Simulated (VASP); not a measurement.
Set up this calculation in VASP 6.6.1, as the native input.

| Quantity | Value |
| --- | --- |
| Task | single point |
| Functional | PBE |
| Potentials or basis | VASP PAW PBE potentials, release 64 (Zn, S) |
| Cutoff | 520 eV |
| k mesh | 2 × 2 × 2 |
| Occupations | gaussian, width 0.02 eV |
| Spin | no spin polarisation |
| Dipole correction | no |
| Further INCAR settings | LREAL = Auto; ALGO = Normal; EDIFF = 1e-07; NBANDS = 99 |

The structure of Zn9S10 (a cell with a defect) lies in POSCAR:

```
Zn9S10
1.0
    0.0000000000     -6.6618213655      0.0000000000
    5.7693065380     -3.3309106827      0.0000000000
    0.0000000000     -2.2206071218      9.4492875734
Zn S
9 10
Direct
    0.6612273983      0.6719837080      0.9607644946
    0.3330067011      0.3374878744      0.9951494149
    0.0043737187     -0.0000805989      0.9964484546
    0.4498312549      0.6638499748      0.6343141696
    0.1155507444      0.3338246958      0.6766772574
    0.7850741726      0.9898279737      0.6782935698
    0.1468004394      0.6629753463      0.3315971681
    0.9236365099      0.2822379066      0.3600485194
    0.5442256508      1.0466668672      0.3523568284
    0.6270535367      0.6657023638      0.3431612145
    0.2464447862      0.3066633725      0.2450728673
    0.8979311594      0.0186864746      0.2460926268
    0.1275870448      0.6628937074      0.5746231087
    0.8184919694      0.3138245451      0.6030833495
    0.4729014427      1.0113329846      0.5980712256
    0.3472340197      0.6683548490      0.8914177852
    0.0263719092      0.3352678502      0.9195668914
    0.6928288769      0.0018050696      0.9220650692
    0.4946098225     -0.3734232157      0.1847859943
```

One way to write it, as run:

INCAR

```
PREC     = Accurate       # precision mode
ENCUT    = 520            # plane-wave cutoff, eV
EDIFF    = 1E-7           # SCF threshold, eV
ISMEAR   = 0              # smearing method
SIGMA    = 0.02           # smearing width, eV
LREAL    = Auto         
LASPH    = True           # aspherical terms in the spheres
NELM     = 100            # most SCF steps
ALGO     = Normal         # electronic algorithm
ISIF     = 2              # what is computed and relaxed
LWAVE    = False          # write WAVECAR
LCHARG   = False          # write CHGCAR
GGA      = PE             # functional
NBANDS   = 99             # bands
```

KPOINTS

```
Automatic mesh
0
Gamma
  2 2 2
```

Potentials or basis: VASP PAW PBE potentials, release 64 (Zn, S).

Launch:

```console
$ cat potpaw_PBE.64/Zn/POTCAR potpaw_PBE.64/S/POTCAR > POTCAR
$ mpirun -np 1 vasp_std > vasp.out
```

Results of the run:

```yaml
Pressure: 5.1 GPa
Largest_force: 0.162 eV/Å
Band_gap_on_the_k_mesh: 1.70 eV
```

Caveat: the k points lie up to 0.56 Å⁻¹ apart.

It took 16 min on 1 thread of Intel Xeon 8259CL (shared host), peak memory 0.52 GiB.
